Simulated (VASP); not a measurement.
Wanted: the native input for a VASP 6.6.1 run.

| Property | Result |
| --- | --- |
| Task | single point |
| Functional | LDA |
| Potentials or basis | VASP PAW LDA potentials, release 64 (Li_sv, H, Pd) |
| Cutoff | 520 eV |
| k mesh | 10 × 10 × 7 |
| Occupations | gaussian, width 0.15 eV |
| Spin | no spin polarisation |
| Dipole correction | no |
| Further INCAR settings | ALGO = Normal; EDIFF = 1e-07; NBANDS = 14 |

The structure of LiHPd lies in POSCAR:

```
LiHPd
1.0
    2.7081669457      0.0000000000      0.0000000000
    0.0000000000      2.7081669457      0.0000000000
    0.0000000000      0.0000000000      3.8041598725
Li H Pd
1 1 1
Direct
    0.5000000000      0.5000000000      0.5000000000
    0.5000000000      0.5000000000      0.0000000000
    0.0000000000      0.0000000000      0.0000000000
```

These files were run (other wordings do the same):

INCAR

```
SYSTEM = LiHPd
PREC     = Accurate       ! precision mode
ENCUT    = 520            ! plane-wave cutoff, eV
EDIFF    = 1E-7           ! SCF threshold, eV
ISMEAR   = 0              ! smearing method
SIGMA    = 0.15           ! smearing width, eV
LREAL    = .False.        ! projectors in reciprocal space
LASPH    = .True.         ! aspherical terms in the spheres
NELM     = 80             ! most SCF steps
ALGO     = Normal         ! electronic algorithm
ISIF     = 2              ! what is computed and relaxed
LWAVE    = .False.        ! write WAVECAR
LCHARG   = .False.        ! write CHGCAR
GGA      = CA             ! functional
NBANDS   = 14             ! bands
```

KPOINTS

```
regular mesh
0
Gamma
  10 10 7
  0 0 0
```

Potentials or basis: VASP PAW LDA potentials, release 64 (Li_sv, H, Pd).

The run is started by

```console
$ cat potpaw_LDA.64/Li_sv/POTCAR potpaw_LDA.64/H/POTCAR potpaw_LDA.64/Pd/POTCAR > POTCAR
$ mpirun -np 1 vasp_std > vasp.out
```

It gave:

The band gap on the k mesh is zero (band 7 reaches 11.24 eV, above the bottom of band 8 at 5.39 eV).

Wall time 11 s on 1 thread of Intel(R) Xeon(R) 6975P-C (Granite Rapids), on a shared host, peak memory 0.15 GiB.
